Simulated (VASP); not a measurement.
Crystal: Be4C.

```xyz
5
Lattice="-2.0919 2.0919 2.6052 2.0919 -2.0919 2.6052 2.0919 2.0919 -2.6052" Properties=species:S:1:pos:R:3 pbc="T T T"
Be   -0.6070    1.0490    1.8099
Be    2.6989    1.0429   -0.7953
Be    1.0429    1.4850   -0.7953
Be    1.0490    0.6070    1.8099
C     0.0000    0.0000    4.6989
```

| Property | Result |
| --- | --- |
| Program | VASP 6.6.1 |
| Task | relaxation of cell and atoms |
| Functional | PBE |
| Potentials or basis | VASP PAW PBE potentials, release 64 (Be, C) |
| Cutoff | 600 eV |
| k mesh | 6 × 6 × 6 |
| Occupations | gaussian, width 0.1 eV |
| Spin | no spin polarisation |

At the start: pressure 10.4 GPa; volume 9.12 Å³/atom.

Q: Where does the relaxation end?

A: Over 32 steps the energy falls by 1058.8 meV/atom and the volume is 7.49 Å³/atom (-17.9 %); space group I422 (No. 97, to 0.05 Å).

The path:
| step | energy change (eV) | largest force (eV/Å) | pressure (GPa) | volume (Å³) |
| --- | --- | --- | --- | --- |
| 1 | 0.0000 | 6.7944 | 10.44 | 45.60 |
| 2 | -3.2089 | 0.7927 | 2.21 | 49.57 |
| 3 | -3.2617 | 0.3838 | 0.16 | 48.89 |
| 4 | -3.2634 | 0.4066 | 0.40 | 48.99 |
| 5 | -3.2756 | 0.3746 | -1.07 | 49.17 |
| 6 | -3.2855 | 0.3372 | -4.28 | 49.56 |
| 7 | -3.2891 | 0.3482 | -4.42 | 49.52 |
| 8 | -3.3005 | 0.3898 | -4.86 | 49.39 |
| 9 | -3.3274 | 0.4772 | -5.76 | 49.12 |
| 10 | -3.3998 | 0.6673 | -7.61 | 48.60 |
| 11 | -3.6193 | 0.9713 | -11.21 | 47.54 |
| 12 | -4.2160 | 0.9016 | -15.80 | 45.36 |
| 13 | -4.3344 | 1.8007 | -3.57 | 40.80 |
| 14 | -4.5682 | 1.3478 | -13.81 | 43.20 |
| 15 | -4.5808 | 1.4127 | -13.07 | 42.92 |
| 16 | -4.5900 | 1.4322 | -12.63 | 42.76 |
| 17 | -4.6007 | 1.4684 | -11.71 | 42.45 |
| 18 | -4.5944 | 1.5342 | -9.55 | 41.83 |
| 19 | -4.6031 | 1.4876 | -11.17 | 42.28 |
| 20 | -4.6211 | 1.4626 | -11.10 | 42.21 |
| 21 | -4.6737 | 1.3881 | -10.87 | 42.01 |
| 22 | -4.7729 | 1.2419 | -10.37 | 41.60 |
| 23 | -4.9465 | 0.9585 | -9.11 | 40.80 |
| 24 | -5.1859 | 0.6867 | -5.57 | 39.20 |
| 25 | -5.1549 | 0.8116 | 6.48 | 36.09 |
| 26 | -5.2634 | 0.5838 | -1.18 | 37.83 |
| 27 | -5.2640 | 0.5697 | -0.72 | 37.70 |
| 28 | -5.2736 | 0.4577 | -0.50 | 37.61 |
| 29 | -5.2905 | 0.1437 | 0.32 | 37.32 |
| 30 | -5.2922 | 0.1023 | 0.78 | 37.18 |
| 31 | -5.2936 | 0.0650 | 0.35 | 37.29 |
| 32 | -5.2942 | 0.0314 | -0.31 | 37.44 |

Final structure:
```
Be C
1.0
    -2.21521    2.21521    1.90745
     2.21521   -2.21521    1.90745
     2.21521    2.21521   -1.90745
Be C
4 1
Direct
  0.63908 0.13956 0.16175
  0.97781 0.47733 0.83825
  0.13956 0.97781 0.50048
  0.47733 0.63908 0.49952
  0.05751 0.05751 0.00000
```

Caveat: the volume moved by over 15 % at a fixed basis, so the end points are rough.
